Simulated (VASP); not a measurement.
# MgC2 (P4_2/mnm) in VASP: further runs

Aim: see how the results for MgC2 move with the level of theory and the settings. Levels: PBE, revPBE+D4. Tasks: single point.

Program: VASP 6.6.1. These are calculated values, not measurements. Logs are shortened: lines on timing, memory, paths and dates and some standing lists are left out, and cuts for length are marked.

## (1) The cell of the first run

It takes space group P4_2/mnm (No. 136, tetragonal). Conventional cell: a = 3.951 Å, b = 3.951 Å, c = 4.987 Å, α = 90.00°, β = 90.00°, γ = 90.00°. Mg (site symmetry mmm) has 10 C at 2.17 to 2.86 Å within 2.9 Å. C (site symmetry m2m) has 1 C at 1.26 Å within 1.7 Å.

## (2) Single point, PBE

INCAR reads:

```
SYSTEM = MgC2
PREC     = Accurate       ! precision mode
ENCUT    = 840            ! plane-wave cutoff, eV
EDIFF    = 1E-6           ! SCF threshold, eV
ISMEAR   = 0              ! smearing method
SIGMA    = 0.1            ! smearing width, eV
LREAL    = .FALSE.        ! projectors in reciprocal space
LASPH    = .TRUE.         ! aspherical terms in the spheres
NELM     = 120            ! most SCF steps
ALGO     = Normal         ! electronic algorithm
ISIF     = 2              ! what is computed and relaxed
LWAVE    = .FALSE.        ! write WAVECAR
LCHARG   = .FALSE.        ! write CHGCAR
GGA      = PE             ! functional
NBANDS   = 27             ! bands
GGA_COMPAT= .FALSE.
```

KPOINTS reads:

```
regular mesh
0
G
  7 7 6
  0 0 0
```

POSCAR reads:

```
MgC2
1.0
    3.9507770000      0.0000000000      0.0000000000
    0.0000000000      3.9507770000      0.0000000000
    0.0000000000      0.0000000000      4.9870890000
Mg C
2 4
Direct
    0.0000000000      0.0000000000      0.5000000000
    0.5000000000      0.5000000000      0.0000000000
    0.3876550000      0.6123450000      0.5000000000
    0.6123450000      0.3876550000      0.5000000000
    0.8876550000      0.8876550000      0.0000000000
    0.1123450000      0.1123450000      0.0000000000
```

Potentials or basis: VASP PAW PBE potentials, release 64 (Mg_sv, C).

Started as:

```
$ cat potpaw_PBE.64/Mg_sv/POTCAR potpaw_PBE.64/C/POTCAR > POTCAR
$ mpirun -np 1 vasp_std > vasp.out
```

OUTCAR:

```text
SYSTEM = MgC2
   PREC = Accurate
   ENCUT = 840
   EDIFF = 1E-6
   ISMEAR = 0
   LREAL = .FALSE.
   LASPH = .TRUE.
   NELM = 120
   ISIF = 2
   GGA = PE

 ion  position               nearest neighbor table
   1  0.000  0.000  0.500-   3 2.17   4 2.17
   2  0.500  0.500  0.000-   5 2.17   6 2.17
   3  0.388  0.612  0.500-   4 1.26   1 2.17
   4  0.612  0.388  0.500-   3 1.26   1 2.17
   5  0.888  0.888  0.000-   6 1.26   2 2.17
   6  0.112  0.112  0.000-   5 1.26   2 2.17

  LATTYP: Found a simple tetragonal cell.
 ALAT       =     3.9507770000
 C/A-ratio  =     1.2623058705

  Lattice vectors:

 A1 = (   3.9507770000,   0.0000000000,   0.0000000000)
 A2 = (   0.0000000000,   3.9507770000,   0.0000000000)
 A3 = (   0.0000000000,   0.0000000000,   4.9870890000)

Analysis of symmetry for initial positions (statically):
=====================================================================
 Subroutine PRICEL returns:
 Original cell was already a primitive cell.

 Routine SETGRP: Setting up the symmetry group for a
 simple tetragonal supercell.

 Subroutine GETGRP returns: Found 16 space group operations
 (whereof  8 operations were pure point group operations)
 out of a pool of 16 trial point group operations.

The static configuration has the point symmetry D_2h.
 The point group associated with its full space group is D_4h.

Analysis of symmetry for dynamics (positions and initial velocities):
=====================================================================
 Subroutine PRICEL returns:
 Original cell was already a primitive cell.

 Routine SETGRP: Setting up the symmetry group for a
 simple tetragonal supercell.

 Subroutine GETGRP returns: Found 16 space group operations
 (whereof  8 operations were pure point group operations)
 out of a pool of 16 trial point group operations.

The dynamic configuration has the point symmetry D_2h.
 The point group associated with its full space group is D_4h.

 Subroutine INISYM returns: Found 16 space group operations
 (whereof  8 operations are pure point group operations),
 and found     1 'primitive' translations

----------------------------------------------------------------------------------------

                                     Primitive cell

  volume of cell :      77.8417

  direct lattice vectors                    reciprocal lattice vectors
     3.950777000  0.000000000  0.000000000     0.253114767  0.000000000  0.000000000
     0.000000000  3.950777000  0.000000000     0.000000000  0.253114767  0.000000000
     0.000000000  0.000000000  4.987089000     0.000000000  0.000000000  0.200517777

  length of vectors
     3.950777000  3.950777000  4.987089000     0.253114767  0.253114767  0.200517777

  position of ions in fractional coordinates (direct lattice)
     0.000000000  0.000000000  0.500000000
     0.500000000  0.500000000  0.000000000
     0.387655000  0.612345000  0.500000000
     0.612345000  0.387655000  0.500000000
     0.887655000  0.887655000  0.000000000
     0.112345000  0.112345000  0.000000000

  ion indices of the primitive-cell ions
   primitive index   ion index
                 1           1
                 2           2
                 3           3
                 4           4
                 5           5
                 6           6

----------------------------------------------------------------------------------------

 KPOINTS: regular mesh

Automatic generation of k-mesh.
 Grid dimensions read from file:
 generate k-points for:    7    7    6

 Generating k-lattice:

  Cartesian coordinates                     Fractional coordinates (reciprocal lattice)
     0.036159252  0.000000000  0.000000000     0.142857143  0.000000000  0.000000000
     0.000000000  0.036159252  0.000000000     0.000000000  0.142857143  0.000000000
     0.000000000  0.000000000  0.033419630     0.000000000  0.000000000  0.166666667

  Length of vectors
     0.036159252  0.036159252  0.033419630

  Shift w.r.t. Gamma in fractional coordinates (k-lattice)
     0.000000000  0.000000000  0.000000000

 Subroutine IBZKPT returns following result:
 ===========================================

 Found     40 irreducible k-points:

 Following reciprocal coordinates:
            Coordinates               Weight
  0.000000  0.000000  0.000000      1.000000
  0.142857  0.000000  0.000000      4.000000
  0.285714  0.000000  0.000000      4.000000
  0.428571  0.000000  0.000000      4.000000
  0.142857  0.142857  0.000000      4.000000
  0.285714  0.142857  0.000000      8.000000
[... 16 lines left out ...]
  0.285714  0.000000  0.333333      8.000000
  0.428571  0.000000  0.333333      8.000000
 [... further k-points ...]
   k-points           NKPTS =     40   k-points in BZ     NKDIM =     40   number of bands    NBANDS=     27
   number of dos      NEDOS =    301   number of ions     NIONS =      6
   total plane-waves  NPLWV =  76800
   dimension x,y,z NGX =    40 NGY =   40 NGZ =   48
   dimension x,y,z NGXF=    80 NGYF=   80 NGZF=   96
   ions per type =               2   4
   NGX,Y,Z   is equivalent  to a cutoff of  16.83, 16.83, 16.00 a.u.
   NGXF,Y,Z  is equivalent  to a cutoff of  33.66, 33.66, 32.00 a.u.
 SYSTEM =  MgC2
   PREC   = accura    normal or accurate (medium, high low for compatibility)
   ISTART =      0    job   : 0-new  1-cont  2-samecut
   ICHARG =      2    charge: 1-file 2-atom 10-const
   ISPIN  =      1    spin polarized calculation?
   LNONCOLLINEAR =      F non collinear calculations
   LSORBIT =      F    spin-orbit coupling
   LASPH  =      T    aspherical Exc in radial PAW
   ENCUT  =  840.0 eV  61.74 Ry    7.86 a.u.   9.34  9.34 11.79*2*pi/ulx,y,z
   NELM   =    120;   NELMIN=  2; NELMDL= -5     # of ELM steps
   EDIFF  = 0.1E-05   stopping-criterion for ELM
   LREAL  =      F    real-space projection
   EDIFFG = 0.1E-04   stopping-criterion for IOM
   NSW    =      0    number of steps for IOM
   IBRION =     -1    ionic relax: 0-MD 1-quasi-New 2-CG
   NFREE  =      0    steps in history (QN), initial steepest desc. (CG)
   ISIF   =      2    stress and relaxation
   ISYM   =      2    0-nonsym 1-usesym 2-fastsym
   POTIM  = 0.5000    time-step for ionic-motion
   TEBEG  =    0.0;   TEEND  =   0.0 temperature during run
   PSTRESS=    0.0 pullay stress
   NELECT =      36.0000    total number of electrons
   NUPDOWN=      -1.0000    fix difference up-down
   EMIN   =  10.00;   EMAX   =-10.00  energy-range for DOS
   EFERMI =   0.00;   METHOD = LEGACY
   ISMEAR =     0;   SIGMA  =   0.10  broadening in eV -4-tet -1-fermi 0-gaus
   EFERMI_NEDOS =   21; number of points for ismear=-14 and -15
   IALGO  =     38    algorithm
   IMIX   =      4    mixing-type and parameters
     AMIX     =   0.40;   BMIX     =  1.00
     AMIX_MAG =   1.60;   BMIX_MAG =  1.00
  volume/ion in A,a.u.               =      12.97        87.55
  Fermi-wavevector in a.u.,A,eV,Ry     =   1.266013  2.392418 21.807279  1.602790
  Thomas-Fermi vector in A             =   2.399236
   LORBIT       =      0    0 simple, 1 ext, 2 COOP (PROOUT), +10 PAW based schemes
   GGA     = PE    functional components
   LHFCALC =     F    Hartree Fock is set to
   AEXX    =    0.0000 exact exchange contribution
   IVDW    =     0    specifies the selected vdW correction
   LEPSILON=     F    determine dielectric tensor
   LRPA    =     F    only Hartree local field effects (RPA)
 non-spin polarized calculation
 Gauss-broadening in eV      SIGMA  =   0.10
  energy-cutoff  :      840.00
  volume of cell :       77.84
 maximum number of plane-waves:      4340
 NGX is ok and might be reduce to    40
   NGX = 19   NGY = 19   NGZ = 23

 number of electron      35.9999991 magnetization

 Free energy of the ion-electron system (eV)
  ---------------------------------------------------
  ext. energy  EPLUGINS =         0.00000000
  ---------------------------------------------------
  free energy    TOTEN  =       -37.40122983 eV

  energy without entropy =      -37.40122983  energy(sigma->0) =      -37.40122983

 E-fermi :   1.6139     XC(G=0):  -9.6561

 val. band max:        0.9701078050   @ k =   0.4286   0.4286   0.5000
 cond. band min:       3.5598063032   @ k =   0.0000   0.0000   0.0000
 fundamental gap:      2.5896984982
 Fermi energy:         1.6139204775

 k-point     1 :       0.0000    0.0000    0.0000
  band No.  band energies     occupation
      1     -72.5488      2.00000
      2     -72.5484      2.00000
      3     -39.3672      2.00000
      4     -39.3672      2.00000
      5     -39.3371      2.00000
      6     -39.3330      2.00000
[... 19 lines left out ...]
     26      11.9293      0.00000
     27      12.4602      0.00000

 k-point     2 :       0.1429    0.0000    0.0000
  band No.  band energies     occupation
      1     -72.5487      2.00000
      2     -72.5487      2.00000
      3     -39.3673      2.00000
      4     -39.3673      2.00000
      5     -39.3370      2.00000
      6     -39.3332      2.00000
[... 19 lines left out ...]
     26      11.5084      0.00000
     27      12.2174      0.00000

 k-point     3 :       0.2857    0.0000    0.0000
  band No.  band energies     occupation
      1     -72.5488      2.00000
      2     -72.5487      2.00000
      3     -39.3676      2.00000
      4     -39.3676      2.00000
      5     -39.3364      2.00000
      6     -39.3337      2.00000
[... 19 lines left out ...]
     26      11.0687      0.00000
     27      11.8520      0.00000

 k-point     4 :       0.4286    0.0000    0.0000
  band No.  band energies     occupation
      1     -72.5487      2.00000
      2     -72.5487      2.00000
      3     -39.3678      2.00000
      4     -39.3678      2.00000
      5     -39.3355      2.00000
      6     -39.3346      2.00000
[... 19 lines left out ...]
     26      11.1696      0.00000
     27      11.8522      0.00000
[... 516 lines left out ...]
      4     -39.3673      2.00000
      5     -39.3361      2.00000
      6     -39.3342      2.00000
[... 19 lines left out ...]
     26      11.7699      0.00000
     27      12.5625      0.00000

 k-point    23 :       0.2857    0.0000    0.3333
  band No.  band energies     occupation
      1     -72.5488      2.00000
      2     -72.5487      2.00000
      3     -39.3676      2.00000
      4     -39.3676      2.00000
      5     -39.3357      2.00000
      6     -39.3345      2.00000
[... 19 lines left out ...]
     26      11.5050      0.00000
     27      12.2198      0.00000

 k-point    24 :       0.4286    0.0000    0.3333
  band No.  band energies     occupation
      1     -72.5488      2.00000
      2     -72.5487      2.00000
      3     -39.3679      2.00000
      4     -39.3678      2.00000
      5     -39.3353      2.00000
      6     -39.3348      2.00000
[... 19 lines left out ...]
     26      11.7517      0.00000
     27      12.1686      0.00000

 [... further k-points ...]

------------------------ aborting loop because EDIFF is reached ----------------------------------------

  FORCE on cell =-STRESS in cart. coord.  units (eV):
  Direction    XX          YY          ZZ          XY          YZ          ZX
  --------------------------------------------------------------------------------------
  -------------------------------------------------------------------------------------
  Total       -0.1929191     -0.1929191     -0.0875972     -0.0000000      0.0000000      0.0000000
  in kB       -3.9707593     -3.9707593     -1.8029714     -0.0000000      0.0000000      0.0000000
  external PRESSURE =      -3.2481633 kB  Pullay stress =       0.0000000 kB

 VOLUME and BASIS-vectors are now :
 -----------------------------------------------------------------------------
  energy-cutoff  :      840.00
  volume of cell :       77.84
      direct lattice vectors                 reciprocal lattice vectors
     3.950777000  0.000000000  0.000000000     0.253114767  0.000000000  0.000000000
     0.000000000  3.950777000  0.000000000     0.000000000  0.253114767  0.000000000
     0.000000000  0.000000000  4.987089000     0.000000000  0.000000000  0.200517777

 POSITION                                       TOTAL-FORCE (eV/Angst)
 -----------------------------------------------------------------------------------
      0.00000      0.00000      2.49354         0.000000      0.000000      0.000000
      1.97539      1.97539      0.00000         0.000000      0.000000      0.000000
      1.53154      2.41924      2.49354         0.018945     -0.018945      0.000000
      2.41924      1.53154      2.49354        -0.018945      0.018945      0.000000
      3.50693      3.50693      0.00000         0.018945      0.018945      0.000000
      0.44385      0.44385      0.00000        -0.018945     -0.018945      0.000000
 -----------------------------------------------------------------------------------
    total drift:                                0.000000      0.000000     -0.000000

  FREE ENERGIE OF THE ION-ELECTRON SYSTEM (eV)
  ---------------------------------------------------
  free  energy   TOTEN  =       -37.4012298301 eV

  energy  without entropy=      -37.4012298301  energy(sigma->0) =      -37.40122983
```

Wall time 83 s (1 thread of Intel Xeon Platinum 8488C (Sapphire Rapids), shared host); peak memory 0.34 GiB.

Results:

```
Free energy            : -37.4012 eV
Pressure               : -0.3 GPa
Largest force          : 0.027 eV/Å
Band gap on the k mesh : 2.59 eV (least direct gap 2.96 eV)
```

Forces in eV/Å, atoms in the order of the input:
```
Mg   0.000  0.000  0.000
Mg   0.000  0.000  0.000
C    0.019 -0.019  0.000
C   -0.019  0.019  0.000
C    0.019  0.019  0.000
C   -0.019 -0.019  0.000
```

Stress tensor (GPa, compression positive):
```
-0.40  0.00  0.00
 0.00 -0.40  0.00
 0.00  0.00 -0.18
```

Levels at points of the mesh, in eV from the valence-band top:
```csv
k point,band 16,band 17,band 18,band 19,band 20,band 21
"(0.00, 0.00, 0.00)",-0.43,-0.37,-0.37,2.59,5.24,5.59
"(0.00, 0.00, 0.50)",-0.72,-0.32,-0.32,3.65,3.65,5.74
```

A k mesh can miss the band edges.

## (3) Single point, revPBE+D4

This run uses another cell than the first one, of 12.45 Å³/atom.

INCAR reads:

```
ALGO = Normal
EDIFF = 1E-6
ENCUT = 840
GGA = RE
GGA_COMPAT = F
ISIF = 2
ISMEAR = 0
IVDW = 13
LASPH = T
LCHARG = T
LELF = T
LREAL = F
LVHAR = T
LWAVE = F
NBANDS = 27
NELM = 120
PREC = Accurate
SIGMA = 0.01
```

KPOINTS reads:

```
k-points
0
Gamma
  7 7 6
```

Edit POSCAR of step 2 so:

```diff
@@ -2,5 +2,5 @@
 1.0
-    3.9507770000      0.0000000000      0.0000000000
-    0.0000000000      3.9507770000      0.0000000000
-    0.0000000000      0.0000000000      4.9870890000
+    3.8973815762      0.0000000000      0.0000000000
+    0.0000000000      3.8973815762      0.0000000000
+    0.0000000000      0.0000000000      4.9196876430
 Mg C
```

Potentials or basis: VASP PAW PBE potentials, release 64 (Mg_sv, C).

Started as:

```
$ cat potpaw_PBE.64/Mg_sv/POTCAR potpaw_PBE.64/C/POTCAR > POTCAR
$ mpirun -np 1 vasp_std > vasp.out
```

Wall time 2.2 min (1 thread of Intel Xeon Platinum 8259CL at 2.50GHz (Skylake/Cascade Lake), shared host); peak memory 0.33 GiB.

Results (log left out):

```
Free energy                : -37.8917 eV
Pressure                   : 11.2 GPa
Largest force              : 1.589 eV/Å
Band gap on the k mesh     : 2.57 eV (least direct gap 2.98 eV)
Dispersion energy per atom : -0.365 eV
```

Forces on the atoms (eV/Å):
```
Mg   0.000  0.000  0.000
Mg   0.000  0.000  0.000
C   -1.124  1.124  0.000
C    1.124 -1.124  0.000
C   -1.124 -1.124  0.000
C    1.124  1.124  0.000
```

Levels at points of the mesh, in eV from the valence-band top:
```tsv
k point	band 14	band 15	band 16	band 17	band 18	band 19	band 20	band 21	band 22	band 23
(0.00, 0.00, 0.00)	-3.02	-1.35	-0.47	-0.41	-0.41	2.57	5.33	5.70	5.70	7.36
(0.00, 0.00, 0.50)	-2.85	-0.79	-0.79	-0.35	-0.35	3.67	3.67	5.90	5.90	9.53
```

Caveat: the cell stands under pressure; the PAW data sets were made with another functional, which shifts forces and pressure a little.
